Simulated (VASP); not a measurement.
# La2O3 (R-3c) in VASP: a series of runs

The runs below take La2O3 through single point, with r2SCAN, PBE.

Everything below comes from runs of VASP 6.6.1. Logs are shortened: lines on timing, memory, paths and dates and some standing lists are left out, and cuts for length are marked.

## 1. The cell of the first run

Symmetry: R-3c, No. 167, trigonal system. Conventional cell: a = 6.251 Å, b = 6.251 Å, c = 15.628 Å, α = 90.00°, β = 90.00°, γ = 120.00°. Within 3.2 Å of La (site symmetry 3) lie 6 O at 2.40 to 2.51 Å. O (site symmetry 2) has 4 La at 2.40 to 2.51 Å and 4 O at 3.09 to 3.20 Å within 3.2 Å.

## 2. Single point, r2SCAN

File POSCAR:

```
La2O3
1.0
    3.1252702203      1.8043756030      5.2094948147
   -3.1252702203      1.8043756030      5.2094948147
    0.0000000000     -3.6087512060      5.2094948147
La O
4 6
Direct
    0.8625870744      0.8625870744      0.8625870744
    0.3625870744      0.3625870744      0.3625870744
    0.1374129256      0.1374129256      0.1374129256
    0.6374129256      0.6374129256      0.6374129256
    0.4643660243      0.0356339757      0.7500000000
    0.0356339757      0.7500000000      0.4643660243
    0.5356339757      0.9643660243      0.2500000000
    0.2500000000      0.5356339757      0.9643660243
    0.9643660243      0.2500000000      0.5356339757
    0.7500000000      0.4643660243      0.0356339757
```

File INCAR.step1:

```
SYSTEM = La2O3
PREC     = Accurate       ! precision mode
ENCUT    = 520            ! plane-wave cutoff, eV
ISMEAR   = -1             ! smearing method
SIGMA    = 0.02           ! smearing width, eV
LREAL    = .False.        ! projectors in reciprocal space
LASPH    = .True.         ! aspherical terms in the spheres
NELM     = 100            ! most SCF steps
NBANDS   = 51             ! bands
GGA      = PE             ! functional
ALGO     = Normal         ! electronic algorithm
EDIFF    = 1E-4           ! SCF threshold, eV
LWAVE    = .True.         ! write WAVECAR
LCHARG   = .False.        ! write CHGCAR
```

File INCAR.step2:

```
SYSTEM = La2O3
PREC     = Accurate       ! precision mode
ENCUT    = 520            ! plane-wave cutoff, eV
EDIFF    = 1E-7           ! SCF threshold, eV
ISMEAR   = -1             ! smearing method
SIGMA    = 0.02           ! smearing width, eV
LREAL    = .False.        ! projectors in reciprocal space
LASPH    = .True.         ! aspherical terms in the spheres
NELM     = 100            ! most SCF steps
ALGO     = Normal         ! electronic algorithm
ISIF     = 2              ! what is computed and relaxed
LWAVE    = .False.        ! write WAVECAR
LCHARG   = .True.         ! write CHGCAR
METAGGA  = R2SCAN         ! meta-GGA
LMIXTAU  = .True.       
LELF     = .True.         ! ELF
LVHAR    = .True.       
NBANDS   = 51             ! bands
ISTART   = 1
```

File KPOINTS:

```
regular mesh
0
Gamma
  4 4 4
  0 0 0
```

Potentials or basis: VASP PAW PBE potentials, release 64 (La, O).

On the command line:

```console
> cat potpaw_PBE.64/La/POTCAR potpaw_PBE.64/O/POTCAR > POTCAR
> cp INCAR.step1 INCAR
> mpirun -np 1 vasp_std > vasp.out
> cp INCAR.step2 INCAR
> mpirun -np 1 vasp_std > vasp.out
```

OUTCAR:

```text
SYSTEM = La2O3
   PREC = Accurate
   ENCUT = 520
   EDIFF = 1E-7
   ISMEAR = -1
   LREAL = .False.
   LASPH = .True.
   NELM = 100
   ISIF = 2
   METAGGA = R2SCAN
   ISTART = 1

 ion  position               nearest neighbor table
   1  0.863  0.863  0.863-   8 2.40   7 2.40   9 2.40   5 2.51   6 2.51  10 2.51   4 3.52
   2  0.363  0.363  0.363-   6 2.40   5 2.40  10 2.40   7 2.51   9 2.51   8 2.51   3 3.52
   3  0.137  0.137  0.137-  10 2.40   5 2.40   6 2.40   7 2.51   9 2.51   8 2.51   2 3.52
   4  0.637  0.637  0.637-   9 2.40   7 2.40   8 2.40   5 2.51   6 2.51  10 2.51   1 3.52
   5  0.464  0.036  0.750-   2 2.40   3 2.40   1 2.51   4 2.51
   6  0.036  0.750  0.464-   2 2.40   3 2.40   1 2.51   4 2.51
   7  0.536  0.964  0.250-   1 2.40   4 2.40   3 2.51   2 2.51
   8  0.250  0.536  0.964-   1 2.40   4 2.40   3 2.51   2 2.51
   9  0.964  0.250  0.536-   4 2.40   1 2.40   3 2.51   2 2.51
  10  0.750  0.464  0.036-   3 2.40   2 2.40   1 2.51   4 2.51

  LATTYP: Found a trigonal (rhomboedric) cell.
 ALAT       =     6.3373434096
 COS(alpha) =     0.5136032547

  Lattice vectors:

 A1 = (   3.1252702203,   1.8043756030,   5.2094948147)
 A2 = (  -3.1252702203,   1.8043756030,   5.2094948147)
 A3 = (   0.0000000000,  -3.6087512060,   5.2094948147)

Analysis of symmetry for initial positions (statically):
=====================================================================
 Subroutine PRICEL returns:
 Original cell was already a primitive cell.

 Routine SETGRP: Setting up the symmetry group for a
 trigonal (rhombohedral) supercell.

 Subroutine GETGRP returns: Found 12 space group operations
 (whereof  6 operations were pure point group operations)
 out of a pool of 12 trial point group operations.

The static configuration has the point symmetry S_6 .
 The point group associated with its full space group is D_3d.

Analysis of symmetry for dynamics (positions and initial velocities):
=====================================================================
 Subroutine PRICEL returns:
 Original cell was already a primitive cell.

 Routine SETGRP: Setting up the symmetry group for a
 trigonal (rhombohedral) supercell.

 Subroutine GETGRP returns: Found 12 space group operations
 (whereof  6 operations were pure point group operations)
 out of a pool of 12 trial point group operations.

The dynamic configuration has the point symmetry S_6 .
 The point group associated with its full space group is D_3d.

 Subroutine INISYM returns: Found 12 space group operations
[... 108 lines left out ...]
   ISYM   =      2    0-nonsym 1-usesym 2-fastsym
   POTIM  = 0.5000    time-step for ionic-motion
   TEBEG  =    0.0;   TEEND  =   0.0 temperature during run
   PSTRESS=    0.0 pullay stress
   NELECT =      80.0000    total number of electrons
   NUPDOWN=      -1.0000    fix difference up-down
   EMIN   =  10.00;   EMAX   =-10.00  energy-range for DOS
   EFERMI =   0.00;   METHOD = LEGACY
   ISMEAR =    -1;   SIGMA  =   0.02  broadening in eV -4-tet -1-fermi 0-gaus
   EFERMI_NEDOS =   21; number of points for ismear=-14 and -15
   IALGO  =     38    algorithm
   IMIX   =      4    mixing-type and parameters
     AMIX     =   0.40;   BMIX     =  1.00
     AMIX_MAG =   1.60;   BMIX_MAG =  1.00
  volume/ion in A,a.u.               =      17.63       118.95
  Fermi-wavevector in a.u.,A,eV,Ry     =   1.258107  2.377478 21.535765  1.582834
  Thomas-Fermi vector in A             =   2.391733
   LORBIT       =      0    0 simple, 1 ext, 2 COOP (PROOUT), +10 PAW based schemes
   METAGGA = R2SCAN    functional components
   LHFCALC =     F    Hartree Fock is set to
   AEXX    =    0.0000 exact exchange contribution
   IVDW    =     0    specifies the selected vdW correction
   LEPSILON=     F    determine dielectric tensor
   LRPA    =     F    only Hartree local field effects (RPA)
 non-spin polarized calculation
  energy-cutoff  :      520.00
  volume of cell :      176.26
 maximum number of plane-waves:      4770
   NGX = 23   NGY = 23   NGZ = 23

 number of electron      80.0000009 magnetization

 Free energy of the ion-electron system (eV)
  ---------------------------------------------------
  ext. energy  EPLUGINS =         0.00000000
  ---------------------------------------------------
  free energy    TOTEN  =      -191.61311815 eV

  energy without entropy =     -191.61311815  energy(sigma->0) =     -191.61311815

 E-fermi :   5.4309     XC(G=0): -10.6262

 val. band max:        4.9412191572   @ k =  -0.2500   0.2500   0.2500
 cond. band min:       9.2164049790   @ k =   0.0000   0.0000   0.0000
 fundamental gap:      4.2751858218
 Fermi energy:         5.4309382172

 k-point     1 :       0.0000    0.0000    0.0000
  band No.  band energies     occupation
      1     -25.7934      2.00000
      2     -25.5598      2.00000
      3     -25.5585      2.00000
      4     -25.4549      2.00000
      5     -12.8819      2.00000
      6     -12.8819      2.00000
[... 691 lines left out ...]
     50      10.7628      0.00000
     51      10.7641      0.00000

------------------------ aborting loop because EDIFF is reached ----------------------------------------

  FORCE on cell =-STRESS in cart. coord.  units (eV):
  Direction    XX          YY          ZZ          XY          YZ          ZX
  --------------------------------------------------------------------------------------
  -------------------------------------------------------------------------------------
  Total       -0.4978517     -0.4978517     -0.3979659      0.0000000      0.0000000      0.0000000
  in kB       -4.5253186     -4.5253186     -3.6173877      0.0000000      0.0000000      0.0000000
  external PRESSURE =      -4.2226750 kB  Pullay stress =       0.0000000 kB

 VOLUME and BASIS-vectors are now :
 -----------------------------------------------------------------------------
  energy-cutoff  :      520.00
  volume of cell :      176.26
      direct lattice vectors                 reciprocal lattice vectors
     3.125270220  1.804375603  5.209494815     0.159986166  0.092368056  0.063985731
    -3.125270220  1.804375603  5.209494815    -0.159986166  0.092368056  0.063985731
     0.000000000 -3.608751206  5.209494815     0.000000000 -0.184736112  0.063985731

 POSITION                                       TOTAL-FORCE (eV/Angst)
 -----------------------------------------------------------------------------------
      0.00000      0.00000     13.48093         0.000000     -0.000000     -0.014678
      0.00000      0.00000      5.66669         0.000000     -0.000000     -0.014678
      0.00000      0.00000      2.14756         0.000000     -0.000000      0.014678
      0.00000      0.00000      9.96180         0.000000     -0.000000      0.014678
      1.33990     -1.80438      6.51187        -0.006697     -0.000000     -0.000000
     -2.23259     -0.25820      6.51187         0.003348      0.005800      0.000000
     -1.33990      1.80438      9.11662         0.006697     -0.000000     -0.000000
     -0.89268     -2.06258      9.11662        -0.003348      0.005800      0.000000
      2.23259      0.25820      9.11662        -0.003348     -0.005800      0.000000
      0.89268      2.06258      6.51187         0.003348     -0.005800      0.000000
 -----------------------------------------------------------------------------------
    total drift:                                0.000000     -0.000000      0.000000

  FREE ENERGIE OF THE ION-ELECTRON SYSTEM (eV)
  ---------------------------------------------------
  free  energy   TOTEN  =      -191.6131181490 eV

  energy  without entropy=     -191.6131181490  energy(sigma->0) =     -191.61311815
```

OUTCAR.step1:

```text
SYSTEM = La2O3
   PREC = Accurate
   ENCUT = 520
   ISMEAR = -1
   LREAL = .False.
   LASPH = .True.
[... 942 lines left out ...]
     -0.89268     -2.06258      9.11662        -0.009406      0.016291      0.000000
      2.23259      0.25820      9.11662        -0.009406     -0.016291      0.000000
      0.89268      2.06258      6.51187         0.009406     -0.016291      0.000000
 -----------------------------------------------------------------------------------
    total drift:                                0.000000     -0.000000      0.000000

  FREE ENERGIE OF THE ION-ELECTRON SYSTEM (eV)
  ---------------------------------------------------
  free  energy   TOTEN  =       -83.3277001133 eV

  energy  without entropy=      -83.3277001133  energy(sigma->0) =      -83.32770011
```

Wall time 12 min (1 thread of Intel Xeon Platinum 8488C (Sapphire Rapids), shared host); peak memory 0.41 GiB.

What came out:

```
Free energy            : -191.6131 eV
Pressure               : -0.4 GPa
Largest force          : 0.015 eV/Å
Band gap on the k mesh : 4.28 eV (least direct gap 4.56 eV)
```

Forces on the atoms (eV/Å):
```
La   0.000  0.000 -0.015
La   0.000  0.000 -0.015
La   0.000  0.000  0.015
La   0.000  0.000  0.015
O   -0.007  0.000  0.000
O    0.003  0.006  0.000
O    0.007  0.000  0.000
O   -0.003  0.006  0.000
O   -0.003 -0.006  0.000
O    0.003 -0.006  0.000
```

Stress tensor (GPa, compression positive):
```
-0.45  0.00  0.00
 0.00 -0.45  0.00
 0.00  0.00 -0.36
```

Levels at points of the mesh, in eV from the valence-band top:
| k point | band 37 | band 38 | band 39 | band 40 | band 41 | band 42 | band 43 | band 44 |
| --- | --- | --- | --- | --- | --- | --- | --- | --- |
| (0.00, 0.00, 0.00) | -0.57 | -0.42 | -0.42 | -0.29 | 4.28 | 5.19 | 5.21 | 5.40 |
| (0.50, 0.00, 0.00) | -0.41 | -0.41 | -0.21 | -0.21 | 4.70 | 4.70 | 5.22 | 5.22 |
| (0.50, 0.50, 0.00) | -0.52 | -0.35 | -0.08 | -0.01 | 4.73 | 5.05 | 5.13 | 5.39 |
| (0.50, 0.50, 0.50) | -0.73 | -0.73 | -0.27 | -0.27 | 5.32 | 5.32 | 5.38 | 5.38 |

Caveat: the PAW data sets were made with another functional, which shifts forces and pressure a little; spin-orbit coupling is left out, which moves the levels of the heavy elements. A k mesh can miss the band edges.

(Part 1 of 2 ends here.)
